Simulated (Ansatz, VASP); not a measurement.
## One calculation of SiC, two programs

POSCAR

```
SiC
1.0
    0.0000000000      1.8040886623      1.8040886623
    1.8040886623      0.0000000000      1.8040886623
    1.8040886623      1.8040886623      0.0000000000
C Si
1 1
Direct
    0.0000000000      0.0000000000      0.0000000000
    0.5000000000      0.5000000000      0.5000000000
```

Contents of INCAR.step1:

```
SYSTEM = SiC
PREC = Accurate ; ENCUT = 520
ISMEAR = 0 ; SIGMA = 0.05
LREAL = .FALSE. ; LASPH = .TRUE.
NELM = 60 ; NBANDS = 11
GGA = PE ; ALGO = Normal
EDIFF = 1E-4 ; LWAVE = .TRUE.
LCHARG = .FALSE.
```

File INCAR.step2:

```
SYSTEM = SiC
PREC = Accurate ; ENCUT = 520
EDIFF = 1E-6 ; ISMEAR = 0
SIGMA = 0.05 ; LREAL = .FALSE.
LASPH = .TRUE. ; NELM = 60
ALGO = Normal ; ISIF = 2
LWAVE = .FALSE. ; LCHARG = .TRUE.
METAGGA = R2SCAN ; LMIXTAU = .TRUE.
LELF = .TRUE. ; LVHAR = .TRUE.
NBANDS = 11 ; ISTART = 1
```

KPOINTS

```
Automatic mesh
0
G
  20 20 20
  0 0 0
```

Input for Ansatz:

```yaml
crystal:
  lattice:
    - [0.0, 1.8040886623, 1.8040886623]
    - [1.8040886623, 0.0, 1.8040886623]
    - [1.8040886623, 1.8040886623, 0.0]
  atoms:
    - { symbol: C, position: [0.0, 0.0, 0.0] }
    - { symbol: Si, position: [0.5, 0.5, 0.5] }
basis:
  ecutwfc: 500
  ecutrho_ratio: 4
kpoints:
  mp_grid: { grid: [20, 20, 20] }
hamiltonian:
  xc: r2scan
scf:
  occupations: { method: gaussian, width: 0.05 }
output:
  forces: true
  stress: true
  eigenvalues: true
```

Alike in both runs: task single point; functional r2SCAN; k mesh 20 × 20 × 20; occupations gaussian, width 0.05 eV; no spin polarisation.

|  | VASP | Ansatz |
| --- | --- | --- |
| version | VASP 6.6.1 | Ansatz 0.2.0 |
| potentials or method | VASP PAW PBE potentials, release 64 (C, Si), cutoff 520 eV | scalar-relativistic, plane waves, PAW |
| valence electrons in the cell | 8 | 8 |

|  | VASP | Ansatz | Ansatz less VASP |
| --- | --- | --- | --- |
| gap on the k mesh at the Fermi level (eV) | 1.08 | 1.07 | -0.004 |
| least direct gap on the mesh (eV) | 7.20 | 7.18 | -0.013 |

VASP's potentials were made for PBE, not for r2SCAN.
